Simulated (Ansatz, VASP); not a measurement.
## Two plane-wave programs on NbP

The input INCAR:

```
PREC = Accurate ; ENCUT = 520
EDIFF = 1E-6 ; ISMEAR = -1
SIGMA = 0.05 ; LREAL = F
LASPH = T ; NELM = 100
ALGO = Normal ; ISIF = 2
LWAVE = F ; LCHARG = F
NBANDS = 26
```

Contents of KPOINTS:

```
regular mesh
0
Gamma
  11 11 11
```

The input POSCAR:

```
NbP
1.0
   -1.6522863814      1.6522863814      5.6625296365
    1.6522863814     -1.6522863814      5.6625296365
    1.6522863814      1.6522863814     -5.6625296365
Nb P
2 2
Direct
    0.2498808000      0.7498808000      0.5000000000
    0.4998808000      0.4998808000      0.0000000000
    0.8327477700      0.3327477700      0.5000000000
    0.0827477700      0.0827477700      0.0000000000
```

The input input.yaml:

```yaml
crystal:
  lattice:
    - [-1.6522863814, 1.6522863814, 5.6625296365]
    - [1.6522863814, -1.6522863814, 5.6625296365]
    - [1.6522863814, 1.6522863814, -5.6625296365]
  atoms:
    - { symbol: Nb, position: [0.2498808, 0.7498808, 0.5] }
    - { symbol: Nb, position: [0.4998808, 0.4998808, 0.0] }
    - { symbol: P, position: [0.83274777, 0.33274777, 0.5] }
    - { symbol: P, position: [0.08274777, 0.08274777, 0.0] }
hamiltonian:
  xc: lda
  pseudopotentials: { kind: paw }
kpoints:
  mp_grid: { grid: [11, 11, 11] }
scf:
  occupations: { method: fermi_dirac, width: 0.05 }
output:
  forces: true
  stress: true
  eigenvalues: true
```

Alike in both runs: task single point; functional LDA; k mesh 11 × 11 × 11; occupations fermi-dirac, width 0.05 eV; no spin polarisation.

|  | VASP | Ansatz |
| --- | --- | --- |
| version | VASP 6.6.1 | Ansatz 0.2.0 |
| potentials or method | VASP PAW LDA potentials, release 64 (Nb_sv, P) | Ansatz PAW |
| plane-wave cutoff (eV) | 520 | 420 |
| valence electrons in the cell | 36 | 36 |

|  | VASP | Ansatz | Ansatz less VASP |
| --- | --- | --- | --- |
| gap on the k mesh at the Fermi level (eV) | none | none | - |
| pressure (GPa) | -1.8 | -1.7 | +0.14 |
| traceless stress, the component that is largest in VASP (GPa) | -0.69 | -0.69 | +0.006 |
| rms of the force components (eV/Å) | 0.017 | 0.017 | 0.0000 |

LDA's correlation is that of Perdew and Zunger in VASP and of Perdew and Wang (1992) in Ansatz. Atom by atom the forces differ by 0.000 eV/Å (rms over components). A gap of «none» marks a metal or a gap that the smearing closes.
